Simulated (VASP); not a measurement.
# TiPdSe4 (I4/mmm) in VASP: single point with PBE

Aim: the single point of TiPdSe4 with PBE.

Everything below comes from runs of VASP 6.6.1. Logs are shortened: lines on timing, memory, paths and dates and some standing lists are left out, and cuts for length are marked.

## 1. The cell of the first run

It takes space group I4/mmm (No. 139, tetragonal). Conventional cell: a = 8.027 Å, b = 8.027 Å, c = 4.648 Å, α = 90.00°, β = 90.00°, γ = 90.00°. Ti (site symmetry 4/mmm) has 2 Pd at 2.32 Å and 4 Se at 2.46 Å within 3.1 Å. Pd (site symmetry 4/mmm) has 2 Ti at 2.32 Å within 3.1 Å. Within 3.3 Å of Se (site symmetry m2m) lie 1 Ti at 2.46 Å and 5 Se at 3.10 to 3.20 Å.

## 2. Single point, PBE, collinear spin, ferromagnetic start

File INCAR:

```
SYSTEM = TiPdSe4
ALGO     = Normal         ! electronic algorithm
EDIFF    = 1E-7           ! SCF threshold, eV
ENCUT    = 520            ! plane-wave cutoff, eV
GGA      = PE             ! functional
ISIF     = 2              ! what is computed and relaxed
ISMEAR   = 0              ! smearing method
ISPIN    = 2              ! spin polarisation
LASPH    = .TRUE.         ! aspherical terms in the spheres
LCHARG   = .FALSE.        ! write CHGCAR
LMAXMIX  = 4              ! l up to which the mixer works
LORBIT   = 11             ! projections on sites
LREAL    = .FALSE.        ! projectors in reciprocal space
LWAVE    = .FALSE.        ! write WAVECAR
MAGMOM   = 1 0 0 0 0 0    ! initial moments
NBANDS   = 36             ! bands
NELM     = 150            ! most SCF steps
PREC     = Accurate       ! precision mode
SIGMA    = 0.15           ! smearing width, eV
```

File KPOINTS:

```
k-points
0
G
  3 3 3
  0 0 0
```

File POSCAR:

```
TiPdSe4
1.0
   -4.0132728467      4.0132728467      2.3238512411
    4.0132728467     -4.0132728467      2.3238512411
    4.0132728467      4.0132728467     -2.3238512411
Ti Pd Se
1 1 4
Direct
    0.5000000000      0.5000000000      0.0000000000
    0.0000000000      0.0000000000      0.0000000000
    0.5000000000      0.8067492516      0.3067492516
    0.5000000000      0.1932507484      0.6932507484
    0.1932507484      0.5000000000      0.6932507484
    0.8067492516      0.5000000000      0.3067492516
```

Potentials or basis: VASP PAW PBE potentials, release 64 (Ti_sv, Pd, Se).

On the command line:

```console
> cat potpaw_PBE.64/Ti_sv/POTCAR potpaw_PBE.64/Pd/POTCAR potpaw_PBE.64/Se/POTCAR > POTCAR
> mpirun -np 1 vasp_std > vasp.out
```

OUTCAR:

```text
SYSTEM = TiPdSe4
   EDIFF = 1E-7
   ENCUT = 520
   GGA = PE
   ISIF = 2
   ISMEAR = 0
   ISPIN = 2
   LASPH = .TRUE.
   LORBIT = 11
   LREAL = .FALSE.
   NELM = 150
   PREC = Accurate

 ion  position               nearest neighbor table
   1  0.500  0.500  0.000-   2 2.32   2 2.32   4 2.46   5 2.46   6 2.46   3 2.46
   2  0.000  0.000  0.000-   1 2.32   1 2.32
   3  0.500  0.807  0.307-   1 2.46
   4  0.500  0.193  0.693-   1 2.46
   5  0.193  0.500  0.693-   1 2.46
   6  0.807  0.500  0.307-   1 2.46

  LATTYP: Found a body centered tetragonal cell.
 ALAT       =     8.0265456934
 C/A-ratio  =     0.5790414282

  Lattice vectors:

 A1 = (  -4.0132728467,   4.0132728467,   2.3238512411)
 A2 = (   4.0132728467,  -4.0132728467,   2.3238512411)
 A3 = (   4.0132728467,   4.0132728467,  -2.3238512411)

Analysis of symmetry for initial positions (statically):
=====================================================================
 Subroutine PRICEL returns:
 Original cell was already a primitive cell.

 Routine SETGRP: Setting up the symmetry group for a
 body centered tetragonal supercell.

 Subroutine GETGRP returns: Found 16 space group operations
 (whereof 16 operations were pure point group operations)
 out of a pool of 16 trial point group operations.

The static configuration has the point symmetry D_4h.

Analysis of symmetry for dynamics (positions and initial velocities):
=====================================================================
 Subroutine PRICEL returns:
 Original cell was already a primitive cell.

 Routine SETGRP: Setting up the symmetry group for a
 body centered tetragonal supercell.

 Subroutine GETGRP returns: Found 16 space group operations
 (whereof 16 operations were pure point group operations)
 out of a pool of 16 trial point group operations.

The dynamic configuration has the point symmetry D_4h.

Analysis of structural, dynamic, and magnetic symmetry:
=====================================================================
 Subroutine PRICEL returns:
 Original cell was already a primitive cell.

 Routine SETGRP: Setting up the symmetry group for a
 body centered tetragonal supercell.

 Subroutine GETGRP returns: Found 16 space group operations
 (whereof 16 operations were pure point group operations)
 out of a pool of 16 trial point group operations.

The overall configuration has the point symmetry D_4h.

 Subroutine INISYM returns: Found 16 space group operations
 (whereof 16 operations are pure point group operations),
 and found     1 'primitive' translations

----------------------------------------------------------------------------------------

                                     Primitive cell

  volume of cell :     149.7151

  direct lattice vectors                    reciprocal lattice vectors
    -4.013272847  4.013272847  2.323851241     0.000000000  0.124586595  0.215160072
     4.013272847 -4.013272847  2.323851241     0.124586595  0.000000000  0.215160072
     4.013272847  4.013272847 -2.323851241     0.124586595  0.124586595  0.000000000

  length of vectors
     6.132944030  6.132944030  6.132944030     0.248627585  0.248627585  0.176192053

  position of ions in fractional coordinates (direct lattice)
     0.500000000  0.500000000  0.000000000
     0.000000000  0.000000000  0.000000000
     0.500000000  0.806749252  0.306749252
     0.500000000  0.193250748  0.693250748
     0.193250748  0.500000000  0.693250748
     0.806749252  0.500000000  0.306749252

  ion indices of the primitive-cell ions
   primitive index   ion index
                 1           1
                 2           2
                 3           3
                 4           4
                 5           5
                 6           6

----------------------------------------------------------------------------------------

 KPOINTS: k-points

Automatic generation of k-mesh.
 Grid dimensions read from file:
 generate k-points for:    3    3    3

 Generating k-lattice:

  Cartesian coordinates                     Fractional coordinates (reciprocal lattice)
     0.000000000  0.041528865  0.071720024     0.333333333  0.000000000  0.000000000
     0.041528865  0.000000000  0.071720024     0.000000000  0.333333333  0.000000000
     0.041528865  0.041528865  0.000000000     0.000000000  0.000000000  0.333333333

  Length of vectors
     0.082875862  0.082875862  0.058730684

  Shift w.r.t. Gamma in fractional coordinates (k-lattice)
     0.000000000  0.000000000  0.000000000

 Subroutine IBZKPT returns following result:
 ===========================================

 Found      6 irreducible k-points:

 Following reciprocal coordinates:
            Coordinates               Weight
  0.000000  0.000000  0.000000      1.000000
  0.333333  0.000000  0.000000      8.000000
  0.333333  0.333333  0.000000      8.000000
 -0.333333  0.333333  0.000000      4.000000
 -0.333333  0.333333  0.333333      4.000000
 -0.333333 -0.333333  0.333333      2.000000
   k-points           NKPTS =      6   k-points in BZ     NKDIM =      6   number of bands    NBANDS=     36
   number of dos      NEDOS =    301   number of ions     NIONS =      6
   total plane-waves  NPLWV = 110592
   dimension x,y,z NGX =    48 NGY =   48 NGZ =   48
   dimension x,y,z NGXF=    96 NGYF=   96 NGZF=   96
   ions per type =               1   1   4
   NGX,Y,Z   is equivalent  to a cutoff of  13.01, 13.01, 13.01 a.u.
   NGXF,Y,Z  is equivalent  to a cutoff of  26.02, 26.02, 26.02 a.u.
 SYSTEM =  TiPdSe4
   PREC   = accura    normal or accurate (medium, high low for compatibility)
   ISTART =      0    job   : 0-new  1-cont  2-samecut
   ICHARG =      2    charge: 1-file 2-atom 10-const
   ISPIN  =      2    spin polarized calculation?
   LNONCOLLINEAR =      F non collinear calculations
   LSORBIT =      F    spin-orbit coupling
   LASPH  =      T    aspherical Exc in radial PAW
   ENCUT  =  520.0 eV  38.22 Ry    6.18 a.u.  11.40 11.40 11.40*2*pi/ulx,y,z
   NELM   =    150;   NELMIN=  2; NELMDL= -5     # of ELM steps
   EDIFF  = 0.1E-06   stopping-criterion for ELM
   LREAL  =      F    real-space projection
   EDIFFG = 0.1E-05   stopping-criterion for IOM
   NSW    =      0    number of steps for IOM
   IBRION =     -1    ionic relax: 0-MD 1-quasi-New 2-CG
   NFREE  =      0    steps in history (QN), initial steepest desc. (CG)
   ISIF   =      2    stress and relaxation
   ISYM   =      2    0-nonsym 1-usesym 2-fastsym
   POTIM  = 0.5000    time-step for ionic-motion
   TEBEG  =    0.0;   TEEND  =   0.0 temperature during run
   PSTRESS=    0.0 pullay stress
   NELECT =      46.0000    total number of electrons
   NUPDOWN=      -1.0000    fix difference up-down
   EMIN   =  10.00;   EMAX   =-10.00  energy-range for DOS
   EFERMI =   0.00;   METHOD = LEGACY
   ISMEAR =     0;   SIGMA  =   0.15  broadening in eV -4-tet -1-fermi 0-gaus
   EFERMI_NEDOS =   21; number of points for ismear=-14 and -15
   IALGO  =     38    algorithm
   IMIX   =      4    mixing-type and parameters
     AMIX     =   0.40;   BMIX     =  1.00
     AMIX_MAG =   1.60;   BMIX_MAG =  1.00
  volume/ion in A,a.u.               =      24.95       168.39
  Fermi-wavevector in a.u.,A,eV,Ry     =   1.104686  2.087554 16.603616  1.220331
  Thomas-Fermi vector in A             =   2.241162
   LORBIT       =     11    0 simple, 1 ext, 2 COOP (PROOUT), +10 PAW based schemes
   GGA     = PE    functional components
   LHFCALC =     F    Hartree Fock is set to
   AEXX    =    0.0000 exact exchange contribution
   IVDW    =     0    specifies the selected vdW correction
   LEPSILON=     F    determine dielectric tensor
   LRPA    =     F    only Hartree local field effects (RPA)
 spin polarized calculation
 Gauss-broadening in eV      SIGMA  =   0.15
  energy-cutoff  :      520.00
  volume of cell :      149.72
 maximum number of plane-waves:      4045
 NGX is ok and might be reduce to    48
   NGX = 23   NGY = 23   NGZ = 23

 number of electron      45.9999998 magnetization       0.0001061

 number of electron      45.9999998 magnetization      -0.0000073

 Free energy of the ion-electron system (eV)
  ---------------------------------------------------
  ext. energy  EPLUGINS =         0.00000000
  ---------------------------------------------------
  free energy    TOTEN  =       -25.44519027 eV

  energy without entropy =      -25.39010228  energy(sigma->0) =      -25.41764628

 E-fermi :   3.2396     XC(G=0):  -9.4514

 val. band max:        3.2045691044   @ k =  -0.3333  -0.3333   0.3333
 cond. band min:       3.2558730758   @ k =  -0.3333   0.3333   0.0000
 fundamental gap:      0.0513039713
 Fermi energy:         3.2395858182

 spin component 1

 k-point     1 :       0.0000    0.0000    0.0000
  band No.  band energies     occupation
      1     -53.8493      1.00000
      2     -30.3878      1.00000
      3     -30.0142      1.00000
      4     -30.0141      1.00000
      5     -10.4072      1.00000
      6      -8.5719      1.00000
[... 27 lines left out ...]
     34       9.4414      0.00000
     35      10.2277      0.00000

 k-point     2 :       0.3333    0.0000    0.0000
  band No.  band energies     occupation
      1     -53.8440      1.00000
      2     -30.4374      1.00000
      3     -30.0156      1.00000
      4     -30.0156      1.00000
      5      -9.8866      1.00000
      6      -8.7793      1.00000
[... 27 lines left out ...]
     34       9.9248      0.00000
     35      11.3508      0.00000
[... 112 lines left out ...]
     34       9.2618      0.00000
     35      10.4990      0.00000

 k-point     6 :      -0.3333   -0.3333    0.3333
  band No.  band energies     occupation
      1     -53.8440      1.00000
      2     -30.4374      1.00000
      3     -30.0156      1.00000
      4     -30.0156      1.00000
      5      -9.5064      1.00000
      6      -9.1587      1.00000
[... 27 lines left out ...]
     34       9.8007      0.00000
     35      11.2619      0.00000
 Fermi energy:         3.2395858182

 spin component 2

 k-point     1 :       0.0000    0.0000    0.0000
  band No.  band energies     occupation
      1     -53.8493      1.00000
      2     -30.3878      1.00000
      3     -30.0142      1.00000
      4     -30.0141      1.00000
      5     -10.4072      1.00000
      6      -8.5719      1.00000
[... 27 lines left out ...]
     34       9.4414      0.00000
     35      10.2277      0.00000

 k-point     2 :       0.3333    0.0000    0.0000
  band No.  band energies     occupation
      1     -53.8440      1.00000
      2     -30.4374      1.00000
      3     -30.0156      1.00000
      4     -30.0156      1.00000
      5      -9.8866      1.00000
      6      -8.7793      1.00000
[... 27 lines left out ...]
     34       9.9248      0.00000
     35      11.3508      0.00000
[... 112 lines left out ...]
     34       9.2618      0.00000
     35      10.4990      0.00000

 k-point     6 :      -0.3333   -0.3333    0.3333
  band No.  band energies     occupation
      1     -53.8440      1.00000
      2     -30.4374      1.00000
      3     -30.0156      1.00000
      4     -30.0156      1.00000
      5      -9.5064      1.00000
      6      -9.1587      1.00000
[... 27 lines left out ...]
     34       9.8007      0.00000
     35      11.2620      0.00000
 [bands above 35 left out]

------------------------ aborting loop because EDIFF is reached ----------------------------------------

  FORCE on cell =-STRESS in cart. coord.  units (eV):
  Direction    XX          YY          ZZ          XY          YZ          ZX
  --------------------------------------------------------------------------------------
  -------------------------------------------------------------------------------------
  Total       -0.1914511     -0.1914511      0.3856041      0.0000000     -0.0000000      0.0000000
  in kB       -2.0488151     -2.0488151      4.1265447      0.0000000     -0.0000000      0.0000000
  external PRESSURE =       0.0096382 kB  Pullay stress =       0.0000000 kB

 VOLUME and BASIS-vectors are now :
 -----------------------------------------------------------------------------
  energy-cutoff  :      520.00
  volume of cell :      149.72
      direct lattice vectors                 reciprocal lattice vectors
    -4.013272847  4.013272847  2.323851241     0.000000000  0.124586595  0.215160072
     4.013272847 -4.013272847  2.323851241     0.124586595  0.000000000  0.215160072
     4.013272847  4.013272847 -2.323851241     0.124586595  0.124586595  0.000000000

 POSITION                                       TOTAL-FORCE (eV/Angst)
 -----------------------------------------------------------------------------------
      0.00000      0.00000      2.32385         0.000000     -0.000000     -0.000000
      0.00000      0.00000      0.00000         0.000000     -0.000000      0.000000
      2.46214      0.00000      2.32385         0.017291     -0.000000      0.000000
      1.55114      4.01327      0.00000        -0.017291     -0.000000     -0.000000
      4.01327      1.55114      0.00000        -0.000000     -0.017291     -0.000000
      0.00000      2.46214      2.32385         0.000000      0.017291      0.000000
 -----------------------------------------------------------------------------------
    total drift:                               -0.000000      0.000000     -0.000000

  FREE ENERGIE OF THE ION-ELECTRON SYSTEM (eV)
  ---------------------------------------------------
  free  energy   TOTEN  =       -25.4451902711 eV

  energy  without entropy=      -25.3901022828  energy(sigma->0) =      -25.41764628

 total charge

# of ion       s       p       d       tot
------------------------------------------
    1        2.238   6.194   1.993  10.426
    2        0.365   0.165   8.735   9.265
    3        1.509   2.147   0.029   3.685
    4        1.509   2.147   0.029   3.685
    5        1.509   2.147   0.029   3.685
    6        1.509   2.147   0.029   3.685
--------------------------------------------------
tot          8.640  14.947  10.844  34.431

 magnetization (x)

# of ion       s       p       d       tot
------------------------------------------
    1       -0.000  -0.000   0.000   0.000
    2       -0.000  -0.000  -0.000  -0.000
    3       -0.000  -0.000   0.000  -0.000
    4       -0.000  -0.000   0.000  -0.000
    5       -0.000  -0.000   0.000  -0.000
    6       -0.000  -0.000   0.000  -0.000
--------------------------------------------------
tot         -0.000  -0.000   0.000  -0.000
```

It took 85 s on 1 thread of Intel Xeon 6975P-C (Granite Rapids), shared host; peak memory 0.41 GiB.

Results:

```
Free energy                                           : -25.4452 eV
Pressure                                              : 0.0 GPa
Largest force                                         : 0.017 eV/Å
Band gap on the k mesh                                : zero (filled and empty bands overlap)
Net moment                                            : 0.00 μB per cell
Valence electrons inside the program's atomic spheres : Ti 10.43; Pd 9.27; Se 3.69
```

Forces in eV/Å, atoms in the order of the input:
```
Ti   0.000  0.000  0.000
Pd   0.000  0.000  0.000
Se   0.017  0.000  0.000
Se  -0.017  0.000  0.000
Se   0.000 -0.017  0.000
Se   0.000  0.017  0.000
```

Caveat: the k points lie up to 0.52 Å⁻¹ apart.
